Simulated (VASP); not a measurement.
The system is Mo.

```
Mo
1.0
     2.58000    0.00000    0.00000
     0.00000    2.58000    0.00000
     0.00000    0.00000    2.58000
Mo
1
Direct
  0.00000 0.00000 0.00000
```

```yaml
Program: VASP 6.6.1
Task: relaxation of cell and atoms
Functional: PBE
Potentials_or_basis: VASP PAW PBE potentials, release 64 (Mo_sv)
Cutoff: 500 eV
k_mesh: 10 × 10 × 10
Occupations: fermi-dirac, width 0.1 eV
Spin: no spin polarisation
```

At the start: pressure 5.8 GPa; volume 17.17 Å³/atom.

Where does the relaxation end?

Over 3 steps the energy falls by 8.9 meV/atom and the volume is 17.69 Å³/atom (+3.0 %); space group Pm-3m (No. 221, to 0.05 Å).

The path:
```csv
step,energy change (eV),largest force (eV/Å),pressure (GPa),volume (Å³)
1,0.0000,0.0000,5.82,17.17
2,0.0275,0.0000,-10.11,18.77
3,-0.0089,0.0000,-0.08,17.69
```

Final structure:
```cif
data_structure
_symmetry_space_group_name_H-M 'P 1'
_symmetry_Int_Tables_number 1
_cell_length_a 2.6054
_cell_length_b 2.6054
_cell_length_c 2.6054
_cell_angle_alpha 90.000
_cell_angle_beta 90.000
_cell_angle_gamma 90.000
_cell_volume 17.69
loop_
_atom_site_label
_atom_site_type_symbol
_atom_site_fract_x
_atom_site_fract_y
_atom_site_fract_z
_atom_site_occupancy
Mo1 Mo 0.00000 0.00000 0.00000 1
```
